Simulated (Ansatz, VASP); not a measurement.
# Two plane-wave programs on LiF

File INCAR:

```
SYSTEM = LiF
PREC = Accurate ; ENCUT = 520
EDIFF = 1E-6 ; ISMEAR = 0
SIGMA = 0.05 ; LREAL = .FALSE.
LASPH = .TRUE. ; NELM = 60
ALGO = Normal ; ISIF = 2
LWAVE = .FALSE. ; LCHARG = .TRUE.
GGA = PE ; LELF = .TRUE.
LVHAR = .TRUE. ; NBANDS = 18
```

File KPOINTS:

```
regular mesh
0
G
  9 9 6
  0 0 0
```

The input POSCAR:

```
LiF
1.0
    3.2790599594      0.0000000000      0.0000000000
   -1.6395299797      2.8397492254      0.0000000000
    0.0000000000      0.0000000000      4.9894176343
Li F
2 2
Direct
    0.3333333333      0.6666666667      0.3810713234
    0.6666666667      0.3333333333      0.8810713234
    0.3333333333      0.6666666667      0.9939266766
    0.6666666667      0.3333333333      0.4939266766
```

Input for Ansatz:

```yaml
crystal:
  lattice:
    - [3.2790599594, 0.0, 0.0]
    - [-1.6395299797, 2.8397492254, 0.0]
    - [0.0, 0.0, 4.9894176343]
  atoms:
    - { symbol: Li, position: [0.3333333333, 0.6666666667, 0.3810713234] }
    - { symbol: Li, position: [0.6666666667, 0.3333333333, 0.8810713234] }
    - { symbol: F, position: [0.3333333333, 0.6666666667, 0.9939266766] }
    - { symbol: F, position: [0.6666666667, 0.3333333333, 0.4939266766] }
basis:
  ecutwfc: 520.0
kpoints:
  mp_grid: { grid: [9, 9, 6] }
hamiltonian:
  xc: pbe
scf:
  occupations: { method: gaussian, width: 0.05 }
output:
  forces: true
  stress: true
  eigenvalues: true
  write_density: true
  write_potential: true
  elf: true
  volumetric_format: npy
```

Alike in both runs: task single point; functional PBE; k mesh 9 × 9 × 6; occupations gaussian, width 0.05 eV; no spin polarisation.

|  | VASP | Ansatz |
| --- | --- | --- |
| version | VASP 6.6.1 | Ansatz 0.2.0 |
| potentials or method | VASP PAW PBE potentials, release 64 (Li_sv, F), cutoff 520 eV | scalar-relativistic, plane waves, PAW |
| valence electrons in the cell | 20 | 20 |

|  | VASP | Ansatz | Ansatz less VASP |
| --- | --- | --- | --- |
| gap on the k mesh at the Fermi level (eV) | 7.01 | 7.02 | +0.008 |
| least direct gap on the mesh (eV) | 7.01 | 7.02 | +0.008 |
| rms of the force components (eV/Å) | 0.022 | 0.020 | -0.0021 |

Atom by atom the forces differ by 0.002 eV/Å (rms over components).

Noted on VASP's run: the cutoff is short for stress, so the pressure is rough.
